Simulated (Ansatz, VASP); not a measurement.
BN: VASP beside Ansatz

POSCAR

```
BN
1.0
    2.5185104996      0.0000000000      0.0000000000
   -1.2592552498      2.1810940723      0.0000000000
    0.0000000000      0.0000000000      4.1657371881
B N
2 2
Direct
    0.3333333333      0.6666666667      0.0003142956
    0.6666666667      0.3333333333      0.5003142956
    0.3333333333      0.6666666667      0.3746857044
    0.6666666667      0.3333333333      0.8746857044
```

Contents of INCAR.step1:

```
SYSTEM = BN
ALGO     = Normal         ! electronic algorithm
EDIFF    = 1E-5           ! SCF threshold, eV
ENCUT    = 520            ! plane-wave cutoff, eV
GGA      = PE             ! functional
ISIF     = 2              ! what is computed and relaxed
ISMEAR   = 0              ! smearing method
LASPH    = .True.         ! aspherical terms in the spheres
LCHARG   = .False.        ! write CHGCAR
LREAL    = .False.        ! projectors in reciprocal space
LWAVE    = .True.         ! write WAVECAR
NBANDS   = 16             ! bands
NELM     = 80             ! most SCF steps
PREC     = Accurate       ! precision mode
SIGMA    = 0.01           ! smearing width, eV
```

INCAR.step2

```
SYSTEM = BN
ALGO     = Normal         ! electronic algorithm
EDIFF    = 1E-6           ! SCF threshold, eV
ENCUT    = 520            ! plane-wave cutoff, eV
GGA      = PE             ! functional
HFSCREEN = 0.2079         ! screening, 1/A
ISIF     = 2              ! what is computed and relaxed
ISMEAR   = 0              ! smearing method
ISTART   = 1            
LASPH    = .True.         ! aspherical terms in the spheres
LCHARG   = .False.        ! write CHGCAR
LHFCALC  = .True.         ! exact exchange
LREAL    = .False.        ! projectors in reciprocal space
LWAVE    = .False.        ! write WAVECAR
NBANDS   = 16             ! bands
NELM     = 80             ! most SCF steps
PREC     = Accurate       ! precision mode
PRECFOCK = Normal       
SIGMA    = 0.01           ! smearing width, eV
```

File KPOINTS:

```
k-points
0
Gamma
  9 9 4
  0 0 0
```

Input for Ansatz:

```yaml
crystal:
  lattice:
    - [2.5185104996, 0.0, 0.0]
    - [-1.2592552498, 2.1810940723, 0.0]
    - [0.0, 0.0, 4.1657371881]
  atoms:
    - { symbol: B, position: [0.3333333333, 0.6666666667, 0.0003142956] }
    - { symbol: B, position: [0.6666666667, 0.3333333333, 0.5003142956] }
    - { symbol: "N", position: [0.3333333333, 0.6666666667, 0.3746857044] }
    - { symbol: "N", position: [0.6666666667, 0.3333333333, 0.8746857044] }
kpoints:
  mp_grid: { grid: [9, 9, 4] }
  band_path:
    path:
      - [0.0, 0.0, 0.0]
      - [0.5, 0.0, 0.0]
      - [0.3333333333, 0.3333333333, 0.0]
      - [0.0, 0.0, 0.5]
      - [0.5, 0.0, 0.5]
      - [0.3333333333, 0.3333333333, 0.5]
      - [0.1, 0.0, 0.0]
      - [-0.005208, 0.0, 0.0]
    npoints: 1
hamiltonian:
  xc: hse06
scf:
  occupations: { method: fixed }
  n_extra_bands: 5
output:
  forces: true
  stress: true
  eigenvalues: true
```

Change from the starting cell: hydrostatic strain -1.0%.

Alike in both runs: task single point; functional HSE06; k mesh 9 × 9 × 4; no spin polarisation.

|  | VASP | Ansatz |
| --- | --- | --- |
| version | VASP 6.6.1 | Ansatz 0.2.0 |
| potentials or method | VASP PAW PBE potentials, release 64 (B, N) | plane waves, PAW |
| plane-wave cutoff (eV) | 520 | 420 |
| occupations | gaussian, width 0.01 eV | fixed |
| valence electrons in the cell | 16 | 16 |

```csv
,VASP,Ansatz,Ansatz less VASP
gap on the k mesh at the Fermi level (eV),6.45,6.47,+0.019
pressure (GPa),8.5,7.9,-0.60
"traceless stress, the component that is largest in VASP (GPa)",-0.27,-0.25,+0.022
rms of the force components (eV/Å),0.005,0.007,+0.0017
```

Atom by atom the forces differ by 0.002 eV/Å (rms over components). Ansatz's warnings: stress exchange threshold loose, stress scf threshold loose.
